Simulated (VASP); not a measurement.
A run of VASP 6.6.1 is set up as follows.

INCAR

```
SYSTEM = Cu
PREC = Accurate ; ENCUT = 520
EDIFF = 1E-6 ; ISMEAR = 1
SIGMA = 0.1 ; LREAL = .FALSE.
LASPH = .TRUE. ; NELM = 100
ALGO = Normal ; ISIF = 2
LWAVE = .FALSE. ; LCHARG = .TRUE.
GGA = PS ; LELF = .TRUE.
LVHAR = .TRUE. ; NBANDS = 12
```

Contents of KPOINTS:

```
regular mesh
0
G
  1 3 1
  0 0 0
```

POSCAR

```
Cu
1.0
   11.5702540000      0.0000000000      0.0000000000
    0.0000000000      2.2382120000      0.0000000000
   -4.5956240000      0.0000000000     21.7433880000
Cu
1
Direct
    0.5000000000      0.5000000000      0.5000000000
```

Potentials or basis: VASP PAW PBE potentials, release 64 (Cu).

Command:

```console
$ cat potpaw_PBE.64/Cu/POTCAR > POTCAR
$ mpirun -np 1 vasp_std > vasp.out
```

**Question.** What does it give for the pressure?

**Answer.** 0.2 GPa.

Stress tensor (GPa, compression positive):
```
0.00 0.00 0.00
0.00 0.64 0.00
0.00 0.00 0.00
```

Caveat: the k points lie up to 0.94 Å⁻¹ apart; the PAW data sets were made with another functional, which shifts forces and pressure a little.
